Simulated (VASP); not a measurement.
Write the native input for VASP 6.6.1 that does the following.

| Quantity | Value |
| --- | --- |
| Task | electric field gradients |
| Functional | PBE |
| Potentials or basis | VASP PAW PBE potentials, release 64 (Ga_d) |
| Cutoff | 520 eV |
| k mesh | 9 × 9 × 8 |
| Occupations | fermi-dirac, width 0.05 eV |
| Spin | no spin polarisation |
| Dipole correction | no |
| Further INCAR settings | ALGO = Normal; EDIFF = 1e-08; NBANDS = 34 |

The structure of Ga lies in POSCAR:

```
Ga
1.0
    2.2995837791     -3.8973680524      0.0000000000
    2.2995837791      3.8973680524      0.0000000000
    0.0000000000      0.0000000000      4.6052852350
Ga
4
Direct
    0.1525000000      0.8475000000      0.0785000000
    0.6525000000      0.3475000000      0.4215000000
    0.8475000000      0.1525000000      0.9215000000
    0.3475000000      0.6525000000      0.5785000000
```

This cell differs from its parent crystal: volume scaled by 1.06.

One way to write it, as run:

INCAR

```
ALGO = Normal ; EDIFF = 1E-8
ENCUT = 520 ; GGA = PE
ISIF = 2 ; ISMEAR = -1
LASPH = T ; LCHARG = F
LEFG = T ; LREAL = F
LWAVE = F ; NBANDS = 34
NELM = 80 ; PREC = Accurate
SIGMA = 0.05
```

KPOINTS

```
k-points
0
Gamma
  9 9 8
```

Potentials or basis: VASP PAW PBE potentials, release 64 (Ga_d).

Run with:

```sh
$ cat potpaw_PBE.64/Ga_d/POTCAR > POTCAR
$ mpirun -np 1 vasp_std > vasp.out
```

It gave:

```
Pressure               : -0.7 GPa
Largest force          : 0.405 eV/Å
Band gap on the k mesh : zero (band 26 reaches 5.02 eV, above the bottom of band 27 at 3.77 eV)
```

Caveat: without QUAD_EFG the Cq values of the log hold for a quadrupole moment of 1 mb, not for the nuclei.

Wall time 3.6 min on 1 thread of Intel(R) Xeon(R) Platinum 8488C (Sapphire Rapids), with other jobs on the host, peak memory 0.37 GiB.
